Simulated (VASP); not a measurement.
Here is a VASP 6.6.1 calculation.

The input INCAR:

```
PREC = Accurate ; ENCUT = 600
EDIFF = 1E-6 ; ISMEAR = 0
SIGMA = 0.1 ; LREAL = False
LASPH = True ; NELM = 60
ALGO = Fast ; ISIF = 3
LWAVE = False ; LCHARG = False
GGA = RP ; IBRION = 2
NSW = 100 ; EDIFFG = -0.002
```

The input KPOINTS:

```
regular mesh
0
Gamma
  12 12 8
```

The input POSCAR:

```
Sc
1.0
    3.2912249500      0.0000000000      0.0000000000
   -1.6456124800      2.8502844200      0.0000000000
    0.0000000000      0.0000000000      5.3325723900
Sc
2
Direct
    0.3333333300      0.6666666700      0.2500000000
    0.6666666700      0.3333333300      0.7500000000
```

Potentials or basis: VASP PAW PBE potentials, release 64 (Sc_sv).

Run with:

```console
$ cat potpaw_PBE.64/Sc_sv/POTCAR > POTCAR
$ mpirun -np 1 vasp_std > vasp.out
```

Problem. Estimate the band gap on the k mesh.

Solution. Zero (bands 11 and 12 overlap by 1.40 eV).

Problem. Predict the space group after relaxing (to 0.1 Å).

Solution. P6_3/mmc (No. 194).

Problem. Estimate the relaxed cell.

Solution. a = 3.360 Å, b = 3.360 Å, c = 5.245 Å, α = 90.00°, β = 90.00°, γ = 120.00°.

Problem. Predict the relaxed volume.

Solution. 25.63 Å³/atom.

The path:
```csv
step,energy change (eV),largest force (eV/Å),pressure (GPa),volume (Å³)
1,0.0000,0.0000,1.41,50.02
2,-0.0142,0.0000,-0.32,51.63
3,-0.0143,0.0000,-0.45,51.76
4,-0.0164,0.0000,-0.12,51.41
5,-0.0166,0.0000,-0.06,51.31
6,-0.0166,0.0000,-0.02,51.28
7,-0.0166,0.0000,-0.05,51.29
8,-0.0166,0.0000,0.03,51.24
9,-0.0166,0.0000,0.00,51.27
```

Caveat: the PAW data sets were made with another functional, which shifts forces and pressure a little.
